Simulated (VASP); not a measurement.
# ZnS (zincblende type) (F-43m) in VASP: further runs

ZnS (zincblende type) is run at these levels: PBE; tasks: single point.

Everything below comes from runs of VASP 6.6.1. Logs are shortened: lines on timing, memory, paths and dates and some standing lists are left out, and cuts for length are marked.

## 1. The cell of the first run

It takes space group F-43m (No. 216, cubic). Conventional cell: a = 4.879 Å, b = 4.879 Å, c = 4.879 Å, α = 90.00°, β = 90.00°, γ = 90.00°. Within 2.8 Å of Zn (site symmetry -43m) lie 4 S at 2.11 Å. S (site symmetry -43m) has 4 Zn at 2.11 Å within 2.8 Å.

## 2. Single point, PBE (14.52 Å³/atom)

File INCAR:

```
SYSTEM = ZnS
PREC = Accurate
ENCUT = 520
EDIFF = 1E-7
ISMEAR = -1
SIGMA = 0.08
LREAL = .False.
LASPH = .True.
NELM = 100
ALGO = Normal
ISIF = 2
LWAVE = .False.
LCHARG = .True.
GGA = PE
LELF = .True.
LVHAR = .True.
NBANDS = 16
```

File KPOINTS:

```
regular mesh
0
Gamma
  14 14 14
  0 0 0
```

File POSCAR:

```
ZnS
1.0
    0.0000000000      2.4394808399      2.4394808399
    2.4394808399      0.0000000000      2.4394808399
    2.4394808399      2.4394808399      0.0000000000
Zn S
1 1
Direct
    0.0000000000      0.0000000000      0.0000000000
    0.2500000000      0.2500000000      0.2500000000
```

Potentials or basis: VASP PAW PBE potentials, release 64 (Zn, S).

Run with:

```sh
cat potpaw_PBE.64/Zn/POTCAR potpaw_PBE.64/S/POTCAR > POTCAR
mpirun -np 1 vasp_std > vasp.out
```

OUTCAR:

```text
SYSTEM = ZnS
   PREC = Accurate
   ENCUT = 520
   EDIFF = 1E-7
   ISMEAR = -1
   LREAL = .False.
   LASPH = .True.
   NELM = 100
   ISIF = 2
   GGA = PE

 ion  position               nearest neighbor table
   1  0.000  0.000  0.000-   2 2.11   2 2.11   2 2.11   2 2.11
   2  0.250  0.250  0.250-   1 2.11   1 2.11   1 2.11   1 2.11

  LATTYP: Found a face centered cubic cell.
 ALAT       =     4.8789616798

  Lattice vectors:

 A1 = (   0.0000000000,   2.4394808399,   2.4394808399)
 A2 = (   2.4394808399,   0.0000000000,   2.4394808399)
 A3 = (   2.4394808399,   2.4394808399,   0.0000000000)

Analysis of symmetry for initial positions (statically):
=====================================================================
 Subroutine PRICEL returns:
 Original cell was already a primitive cell.

 Routine SETGRP: Setting up the symmetry group for a
 face centered cubic supercell.

 Subroutine GETGRP returns: Found 24 space group operations
 (whereof 24 operations were pure point group operations)
 out of a pool of 48 trial point group operations.

The static configuration has the point symmetry T_d .

Analysis of symmetry for dynamics (positions and initial velocities):
=====================================================================
 Subroutine PRICEL returns:
 Original cell was already a primitive cell.

 Routine SETGRP: Setting up the symmetry group for a
 face centered cubic supercell.

 Subroutine GETGRP returns: Found 24 space group operations
 (whereof 24 operations were pure point group operations)
 out of a pool of 48 trial point group operations.

The dynamic configuration has the point symmetry T_d .

 Subroutine INISYM returns: Found 24 space group operations
 (whereof 24 operations are pure point group operations),
 and found     1 'primitive' translations

----------------------------------------------------------------------------------------

                                     Primitive cell

  volume of cell :      29.0350

  direct lattice vectors                    reciprocal lattice vectors
     0.000000000  2.439480840  2.439480840    -0.204961643  0.204961643  0.204961643
     2.439480840  0.000000000  2.439480840     0.204961643 -0.204961643  0.204961643
     2.439480840  2.439480840  0.000000000     0.204961643  0.204961643 -0.204961643
[... 74 lines left out ...]
 SYSTEM =  ZnS
   PREC   = accura    normal or accurate (medium, high low for compatibility)
   ISTART =      0    job   : 0-new  1-cont  2-samecut
   ICHARG =      2    charge: 1-file 2-atom 10-const
   ISPIN  =      1    spin polarized calculation?
   LNONCOLLINEAR =      F non collinear calculations
   LSORBIT =      F    spin-orbit coupling
   LASPH  =      T    aspherical Exc in radial PAW
   ENCUT  =  520.0 eV  38.22 Ry    6.18 a.u.   6.41  6.41  6.41*2*pi/ulx,y,z
   NELM   =    100;   NELMIN=  2; NELMDL= -5     # of ELM steps
   EDIFF  = 0.1E-06   stopping-criterion for ELM
   LREAL  =      F    real-space projection
   EDIFFG = 0.1E-05   stopping-criterion for IOM
   NSW    =      0    number of steps for IOM
   IBRION =     -1    ionic relax: 0-MD 1-quasi-New 2-CG
   NFREE  =      0    steps in history (QN), initial steepest desc. (CG)
   ISIF   =      2    stress and relaxation
   ISYM   =      2    0-nonsym 1-usesym 2-fastsym
   POTIM  = 0.5000    time-step for ionic-motion
   TEBEG  =    0.0;   TEEND  =   0.0 temperature during run
   PSTRESS=    0.0 pullay stress
   NELECT =      18.0000    total number of electrons
   NUPDOWN=      -1.0000    fix difference up-down
   EMIN   =  10.00;   EMAX   =-10.00  energy-range for DOS
   EFERMI =   0.00;   METHOD = LEGACY
   ISMEAR =    -1;   SIGMA  =   0.08  broadening in eV -4-tet -1-fermi 0-gaus
   EFERMI_NEDOS =   21; number of points for ismear=-14 and -15
   IALGO  =     38    algorithm
   IMIX   =      4    mixing-type and parameters
     AMIX     =   0.40;   BMIX     =  1.00
     AMIX_MAG =   1.60;   BMIX_MAG =  1.00
  volume/ion in A,a.u.               =      14.52        97.97
  Fermi-wavevector in a.u.,A,eV,Ry     =   1.395913  2.637892 26.511935  1.948572
  Thomas-Fermi vector in A             =   2.519318
   LORBIT       =      0    0 simple, 1 ext, 2 COOP (PROOUT), +10 PAW based schemes
   GGA     = PE    functional components
   LHFCALC =     F    Hartree Fock is set to
   AEXX    =    0.0000 exact exchange contribution
   IVDW    =     0    specifies the selected vdW correction
   LEPSILON=     F    determine dielectric tensor
   LRPA    =     F    only Hartree local field effects (RPA)
 non-spin polarized calculation
  energy-cutoff  :      520.00
  volume of cell :       29.04
 maximum number of plane-waves:       801
 NGX is ok and might be reduce to    28
   NGX = 13   NGY = 13   NGZ = 13

 number of electron      17.9999991 magnetization

 Free energy of the ion-electron system (eV)
  ---------------------------------------------------
  ext. energy  EPLUGINS =         0.00000000
  ---------------------------------------------------
  free energy    TOTEN  =        -5.59544727 eV

  energy without entropy =       -5.59544727  energy(sigma->0) =       -5.59544727

 E-fermi :   6.8520     XC(G=0): -11.1526

 val. band max:        5.5530782693   @ k =   0.0000   0.0000   0.0000
 cond. band min:       8.0932127916   @ k =   0.5000   0.5000   0.0000
 fundamental gap:      2.5401345223
 Fermi energy:         6.8520494946

 k-point     1 :       0.0000    0.0000    0.0000
  band No.  band energies     occupation
      1     -10.2543      2.00000
      2      -2.5875      2.00000
      3      -2.5875      2.00000
      4      -2.5875      2.00000
      5      -1.6656      2.00000
      6      -1.6656      2.00000
[... 433 lines left out ...]
      3      -2.4087      2.00000
      4      -2.4002      2.00000
      5      -1.7312      2.00000
      6      -1.6070      2.00000
[... 8 lines left out ...]
     15      18.0279      0.00000
     16      20.4918      0.00000

 [... further k-points ...]
[... 5 lines left out ...]
  --------------------------------------------------------------------------------------
  -------------------------------------------------------------------------------------
  Total        8.6354557      8.6354557      8.6354557     -0.0000000      0.0000000     -0.0000000
  in kB      476.5117513    476.5117513    476.5117513     -0.0000000      0.0000000     -0.0000000
  external PRESSURE =     476.5117513 kB  Pullay stress =       0.0000000 kB

 VOLUME and BASIS-vectors are now :
 -----------------------------------------------------------------------------
  energy-cutoff  :      520.00
  volume of cell :       29.04
      direct lattice vectors                 reciprocal lattice vectors
     0.000000000  2.439480840  2.439480840    -0.204961643  0.204961643  0.204961643
     2.439480840  0.000000000  2.439480840     0.204961643 -0.204961643  0.204961643
     2.439480840  2.439480840  0.000000000     0.204961643  0.204961643 -0.204961643

 POSITION                                       TOTAL-FORCE (eV/Angst)
 -----------------------------------------------------------------------------------
      0.00000      0.00000      0.00000        -0.000000     -0.000000     -0.000000
      1.21974      1.21974      1.21974         0.000000      0.000000      0.000000
 -----------------------------------------------------------------------------------
    total drift:                                0.000002      0.000002      0.000002

  FREE ENERGIE OF THE ION-ELECTRON SYSTEM (eV)
  ---------------------------------------------------
  free  energy   TOTEN  =        -5.5954472719 eV

  energy  without entropy=       -5.5954472694  energy(sigma->0) =       -5.59544727
```

stdout:

```text
POSCAR found type information on POSCAR ZnS
 POSCAR found :  2 types and       2 ions
 scaLAPACK will be used
 LDA part: xc-table for (Slater+PW92), standard interpolation
 POSCAR, INCAR and KPOINTS ok, starting setup
 FFT: planning ... GRIDC
 FFT: planning ... GRID_SOFT
 FFT: planning ... GRID
 WAVECAR not read
 entering main loop
```

It took 60 s on 1 thread of Intel Xeon Platinum 8259CL at 2.50GHz (Skylake/Cascade Lake), shared host; peak memory 0.18 GiB.

Results:

- Free energy: -5.5954 eV
- Pressure: 47.7 GPa
- Band gap on the k mesh: 2.54 eV (least direct gap 3.56 eV)

Levels at points of the mesh, in eV from the valence-band top:
```
           k point  band 6  band 7  band 8  band 9  band 10  band 11  band 12  band 13
(0.00, 0.00, 0.00)   -7.22    0.00    0.00    0.00     3.56     5.94     5.94     5.94
(0.50, 0.00, 0.00)   -7.15   -6.81   -1.41   -1.41     3.80     6.52     6.52     9.73
(0.50, 0.50, 0.00)   -6.90   -5.95   -3.57   -3.57     2.54     3.66    13.60    14.00
```

Caveat: the cell stands under pressure.

## 3. Single point, PBE (16.13 Å³/atom)

This run uses another cell than the first one, of 16.13 Å³/atom.

File INCAR:

```
SYSTEM = ZnS
  ALGO = Normal
  EDIFF = 1E-6
  ENCUT = 520
  GGA = PE
  ISIF = 2
  ISMEAR = -1
  LASPH = .True.
  LCHARG = .False.
  LREAL = .False.
  LWAVE = .False.
  NBANDS = 16
  NELM = 100
  PREC = Accurate
  SIGMA = 0.08
```

File KPOINTS:

```
k-points
0
Gamma
  14 14 14
  0 0 0
```

File POSCAR:

```
ZnS
1.0
    0.0000000000      2.5266780545      2.5266780545
    2.5266780545      0.0000000000      2.5266780545
    2.5266780545      2.5266780545      0.0000000000
Zn S
1 1
Direct
    0.0000000000      0.0000000000      0.0000000000
    0.2500000000      0.2500000000      0.2500000000
```

Potentials or basis: VASP PAW PBE potentials, release 64 (Zn, S).

Run with:

```sh
cat potpaw_PBE.64/Zn/POTCAR potpaw_PBE.64/S/POTCAR > POTCAR
mpirun -np 1 vasp_std > vasp.out
```

Wall time 56 s (1 thread of Intel Xeon Platinum 8259CL at 2.50GHz (Skylake/Cascade Lake), shared host); peak memory 0.19 GiB.

It converged, with:

```yaml
Free_energy: -6.3172 eV
Pressure: 25.7 GPa
Band_gap_on_the_k_mesh: 2.87 eV (least direct gap 3.04 eV)
```

Levels at points of the mesh, in eV from the valence-band top:
```csv
k point,band 7,band 8,band 9,band 10,band 11,band 12
"(0.00, 0.00, 0.00)",0.00,0.00,0.00,3.04,6.15,6.15
"(0.50, 0.00, 0.00)",-6.28,-1.20,-1.20,3.66,6.71,6.71
"(0.50, 0.50, 0.00)",-5.42,-3.05,-3.05,2.87,3.89,12.60
```

Caveat: the cell stands under pressure.

## 4. Single point, PBE (17.74 Å³/atom)

This run uses another cell than the first one, of 17.74 Å³/atom.

INCAR: that of step 3 with these lines changed.

```diff
@@ -8,4 +8,6 @@
   LASPH = .True.
-  LCHARG = .False.
+  LCHARG = .True.
+  LELF = .True.
   LREAL = .False.
+  LVHAR = .True.
   LWAVE = .False.
```

KPOINTS is that of step 3.

File POSCAR:

```
ZnS
1.0
    0.0000000000      2.6082395138      2.6082395138
    2.6082395138      0.0000000000      2.6082395138
    2.6082395138      2.6082395138      0.0000000000
Zn S
1 1
Direct
    0.0000000000      0.0000000000      0.0000000000
    0.2500000000      0.2500000000      0.2500000000
```

Potentials or basis: VASP PAW PBE potentials, release 64 (Zn, S).

Run with:

```sh
cat potpaw_PBE.64/Zn/POTCAR potpaw_PBE.64/S/POTCAR > POTCAR
mpirun -np 1 vasp_std > vasp.out
```

OUTCAR:

```text
SYSTEM = ZnS
   EDIFF = 1E-6
   ENCUT = 520
   GGA = PE
   ISIF = 2
   ISMEAR = -1
   LASPH = .True.
   LREAL = .False.
   NELM = 100
   PREC = Accurate

 ion  position               nearest neighbor table
   1  0.000  0.000  0.000-   2 2.26   2 2.26   2 2.26   2 2.26
   2  0.250  0.250  0.250-   1 2.26   1 2.26   1 2.26   1 2.26

  LATTYP: Found a face centered cubic cell.
 ALAT       =     5.2164790276

  Lattice vectors:

 A1 = (   0.0000000000,   2.6082395138,   2.6082395138)
 A2 = (   2.6082395138,   0.0000000000,   2.6082395138)
 A3 = (   2.6082395138,   2.6082395138,   0.0000000000)

[... 623 lines left out ...]
      5      -3.0695      2.00000
      6      -2.9979      2.00000
[... 8 lines left out ...]
     15      15.4566      0.00000
     16      17.3823      0.00000

 [... further k-points ...]
[... 5 lines left out ...]
  --------------------------------------------------------------------------------------
  -------------------------------------------------------------------------------------
  Total        2.6598006      2.6598006      2.6598006      0.0000000      0.0000000      0.0000000
  in kB      120.0845834    120.0845834    120.0845834      0.0000000      0.0000000      0.0000000
  external PRESSURE =     120.0845834 kB  Pullay stress =       0.0000000 kB

 VOLUME and BASIS-vectors are now :
 -----------------------------------------------------------------------------
  energy-cutoff  :      520.00
  volume of cell :       35.49
      direct lattice vectors                 reciprocal lattice vectors
     0.000000000  2.608239514  2.608239514    -0.191700186  0.191700186  0.191700186
     2.608239514  0.000000000  2.608239514     0.191700186 -0.191700186  0.191700186
     2.608239514  2.608239514  0.000000000     0.191700186  0.191700186 -0.191700186

 POSITION                                       TOTAL-FORCE (eV/Angst)
 -----------------------------------------------------------------------------------
      0.00000      0.00000      0.00000         0.000000      0.000000      0.000000
      1.30412      1.30412      1.30412        -0.000000     -0.000000     -0.000000
 -----------------------------------------------------------------------------------
    total drift:                                0.000002      0.000002      0.000002

  FREE ENERGIE OF THE ION-ELECTRON SYSTEM (eV)
  ---------------------------------------------------
  free  energy   TOTEN  =        -6.6873557239 eV

  energy  without entropy=       -6.6873557230  energy(sigma->0) =       -6.68735572
```

stdout:

```text
POSCAR found type information on POSCAR ZnS
 POSCAR found :  2 types and       2 ions
 scaLAPACK will be used
 LDA part: xc-table for (Slater+PW92), standard interpolation
 POSCAR, INCAR and KPOINTS ok, starting setup
 FFT: planning ... GRIDC
 FFT: planning ... GRID_SOFT
 FFT: planning ... GRID
 WAVECAR not read
 entering main loop
```

Wall time 60 s (1 thread of Intel Xeon Platinum 8259CL at 2.50GHz (Skylake/Cascade Lake), shared host); peak memory 0.19 GiB.

Results:

```yaml
Free_energy: -6.6874 eV
Pressure: 12.0 GPa
Band_gap_on_the_k_mesh: 2.59 eV
```

Levels at points of the mesh, in eV from the valence-band top:
| k point | band 7 | band 8 | band 9 | band 10 | band 11 | band 12 |
| --- | --- | --- | --- | --- | --- | --- |
| (0.00, 0.00, 0.00) | 0.00 | 0.00 | 0.00 | 2.59 | 6.30 | 6.30 |
| (0.50, 0.00, 0.00) | -5.90 | -1.03 | -1.03 | 3.51 | 6.84 | 6.84 |
| (0.50, 0.50, 0.00) | -4.99 | -2.63 | -2.63 | 3.14 | 4.02 | 11.78 |

Caveat: the cell stands under pressure. A k mesh can miss the band edges.

## 5. Summary

```csv
cell,gap on the mesh (eV),pressure (GPa)
"a = 3.450 Å, angles 60.0°, 2 atoms",2.54,47.7
"a = 3.573 Å, angles 60.0°, 2 atoms",2.87,25.7
"a = 3.689 Å, angles 60.0°, 2 atoms",2.59,12.0
```

Alike in all rows: task single point; level PBE; potentials or basis VASP PAW PBE potentials, release 64 (Zn, S); no spin polarisation; k mesh 14 × 14 × 14; cutoff (eV) 520; smearing fermi-dirac 0.08 eV.

Caveats: the cell stands under pressure.

Total energies depend on the potentials used, so only differences within one code and one set of settings carry meaning.
